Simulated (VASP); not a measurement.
Ag:

```xyz
8
Lattice="5.1483 0.0000 0.0000 0.0000 5.1483 0.0000 0.0000 0.0000 5.1483" Properties=species:S:1:pos:R:3 pbc="T T T"
Ag    0.0000    0.0000    0.0000
Ag    2.5741    2.5741    2.5741
Ag    1.2871    0.0000    2.5741
Ag    3.8612    0.0000    2.5741
Ag    2.5741    1.2871    0.0000
Ag    2.5741    3.8612    0.0000
Ag    0.0000    2.5741    1.2871
Ag    0.0000    2.5741    3.8612
```

| Item | Value |
| --- | --- |
| Program | VASP 6.6.1 |
| Task | relaxation of cell and atoms |
| Functional | BLYP |
| Potentials or basis | VASP PAW PBE potentials, release 64 (Ag) |
| Cutoff | 600 eV |
| k mesh | 5 × 5 × 5 |
| Occupations | fermi-dirac, width 0.1 eV |
| Spin | no spin polarisation |

At the start: pressure 15.7 GPa; volume 17.06 Å³/atom.

Question: How do energy, volume and symmetry change on relaxing?

Answer: Over 5 steps the energy falls by 118.9 meV/atom and the volume is 19.94 Å³/atom (+16.9 %); space group Pm-3n (No. 223, to 0.1 Å) before and after.

The path:
| step | energy change (eV) | largest force (eV/Å) | pressure (GPa) | volume (Å³) |
| --- | --- | --- | --- | --- |
| 1 | 0.0000 | 0.0000 | 15.73 | 136.45 |
| 2 | -0.7830 | 0.0000 | -3.90 | 172.27 |
| 3 | -0.9515 | 0.0000 | 0.09 | 159.32 |
| 4 | -0.9515 | 0.0000 | -0.11 | 159.80 |
| 5 | -0.9515 | 0.0000 | 0.01 | 159.51 |

Final structure:
```yaml
crystal:
  lattice:
    - [5.42332, 0.00000, 0.00000]
    - [0.00000, 5.42332, 0.00000]
    - [0.00000, 0.00000, 5.42332]
  atoms:
    - { symbol: Ag, position: [0.00000, 0.00000, 0.00000] }
    - { symbol: Ag, position: [0.50000, 0.50000, 0.50000] }
    - { symbol: Ag, position: [0.25000, 0.00000, 0.50000] }
    - { symbol: Ag, position: [0.75000, 0.00000, 0.50000] }
    - { symbol: Ag, position: [0.50000, 0.25000, 0.00000] }
    - { symbol: Ag, position: [0.50000, 0.75000, 0.00000] }
    - { symbol: Ag, position: [0.00000, 0.50000, 0.25000] }
    - { symbol: Ag, position: [0.00000, 0.50000, 0.75000] }
```

Caveat: the volume moved by over 15 % at a fixed basis, so the end points are rough; the PAW data sets were made with another functional, which shifts forces and pressure a little.
